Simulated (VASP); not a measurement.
Write the native input for VASP 6.6.1 that does the following.

- Task: relaxation of shape and atoms at fixed volume
- Functional: PBE
- Dispersion: D3(BJ)
- Potentials or basis: VASP PAW PBE potentials, release 64 (W_sv, Se)
- Cutoff: 600 eV
- k mesh: 9 × 9 × 2
- Occupations: gaussian, width 0.02 eV
- Spin: no spin polarisation
- Dipole correction: no
- Further INCAR settings: ALGO = Normal; EDIFF = 1e-07; IBRION = 2; EDIFFG = -0.01; NSW = 50; ISIF = 4

The structure of WSe2 lies in POSCAR:

```
WSe2
1.0
    3.3448724548      0.0000000000      0.0000000000
   -1.6724362274      2.8967445183      0.0000000000
    0.0000000000      0.0000000000     13.5188705933
W Se
2 4
Direct
    0.3333333333      0.6666666667      0.2500000000
    0.6666666667      0.3333333333      0.7500000000
    0.3333333333      0.6666666667      0.6241140195
    0.6666666667      0.3333333333      0.1241140195
    0.3333333333      0.6666666667      0.8758859805
    0.6666666667      0.3333333333      0.3758859805
```

The input as run:

INCAR

```
ALGO = Normal
EDIFF = 1E-7
EDIFFG = -0.01
ENCUT = 600
GGA = PE
IBRION = 2
ISIF = 4
ISMEAR = 0
IVDW = 12
LASPH = T
LCHARG = F
LREAL = F
LWAVE = F
NELM = 80
NSW = 50
PREC = Accurate
SIGMA = 0.02
```

KPOINTS

```
k-points
0
Gamma
  9 9 2
```

Potentials or basis: VASP PAW PBE potentials, release 64 (W_sv, Se).

The run is started by

```bash
$ cat potpaw_PBE.64/W_sv/POTCAR potpaw_PBE.64/Se/POTCAR > POTCAR
$ mpirun -np 1 vasp_std > vasp.out
```

It gave:

* Energy gained by relaxing: 8.5 meV/atom
* Ionic steps: 7
* Pressure after relaxing: -2.5 GPa
* Largest force after relaxing: 0.009 eV/Å
* Band gap on the k mesh: 1.31 eV (least direct gap 1.52 eV)
* Dispersion energy per atom: -0.431 eV

Caveat: spin-orbit coupling is left out, which moves the levels of the heavy elements; an odd mesh through Γ misses points on the zone boundary, where band edges can lie.

Run time: 5.1 min on 1 thread of Intel(R) Xeon(R) 6975P-C (Granite Rapids), with other jobs on the host, peak memory 0.35 GiB.
